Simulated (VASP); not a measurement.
Write the native input for VASP 6.6.1 that does the following.

| Property | Result |
| --- | --- |
| Task | single point |
| Functional | r2SCAN |
| Potentials or basis | VASP PAW PBE potentials, release 64 (Ga_d, Si) |
| Cutoff | 520 eV |
| k mesh | 6 × 6 × 6 |
| Occupations | gaussian, width 0.1 eV |
| Spin | no spin polarisation |
| Dipole correction | no |
| Further INCAR settings | ALGO = Normal; EDIFF = 1e-06; NBANDS = 27 |

Crystal: Ga2Si3.

```
Ga Si
1.0
     1.81718    1.04915    7.62191
    -1.81718    1.04915    7.62191
     0.00000   -2.09830    7.62191
Ga Si
2 3
Direct
  0.39889 0.39889 0.39889
  0.60111 0.60111 0.60111
  0.00000 0.00000 0.00000
  0.19303 0.19303 0.19303
  0.80697 0.80697 0.80697
```

The input as run:

POSCAR

```
Ga2Si3
1.0
    1.8171835517      1.0491514128      7.6219117618
   -1.8171835517      1.0491514128      7.6219117618
    0.0000000000     -2.0983028255      7.6219117618
Ga Si
2 3
Direct
    0.3988896474      0.3988896474      0.3988896474
    0.6011103526      0.6011103526      0.6011103526
    0.0000000000      0.0000000000      0.0000000000
    0.1930299757      0.1930299757      0.1930299757
    0.8069700243      0.8069700243      0.8069700243
```

INCAR.step1

```
SYSTEM = Ga2Si3
PREC = Accurate
ENCUT = 520
ISMEAR = 0
SIGMA = 0.1
LREAL = .False.
LASPH = .True.
NELM = 100
NBANDS = 27
GGA = PE
ALGO = Normal
EDIFF = 1E-4
LWAVE = .True.
LCHARG = .False.
```

INCAR.step2

```
SYSTEM = Ga2Si3
PREC = Accurate
ENCUT = 520
EDIFF = 1E-6
ISMEAR = 0
SIGMA = 0.1
LREAL = .False.
LASPH = .True.
NELM = 100
ALGO = Normal
ISIF = 2
LWAVE = .False.
LCHARG = .False.
METAGGA = R2SCAN
LMIXTAU = .True.
NBANDS = 27
ISTART = 1
```

KPOINTS

```
Automatic mesh
0
Gamma
  6 6 6
  0 0 0
```

Potentials or basis: VASP PAW PBE potentials, release 64 (Ga_d, Si).

Command:

```sh
$ cat potpaw_PBE.64/Ga_d/POTCAR potpaw_PBE.64/Si/POTCAR > POTCAR
$ cp INCAR.step1 INCAR
$ mpirun -np 1 vasp_std > vasp.out
$ cp INCAR.step2 INCAR
$ mpirun -np 1 vasp_std > vasp.out
```

Results of the run:

```yaml
Pressure: -0.1 GPa
Largest_force: 0.023 eV/Å
Band_gap_on_the_k_mesh: zero (bands 19 and 20 overlap by 3.16 eV)
```

Caveat: the PAW data sets were made with another functional, which shifts forces and pressure a little.

Wall time 10 min on 1 thread of AMD EPYC 9R45 96-Core Processor (Zen 5), with other jobs on the host, peak memory 0.52 GiB.
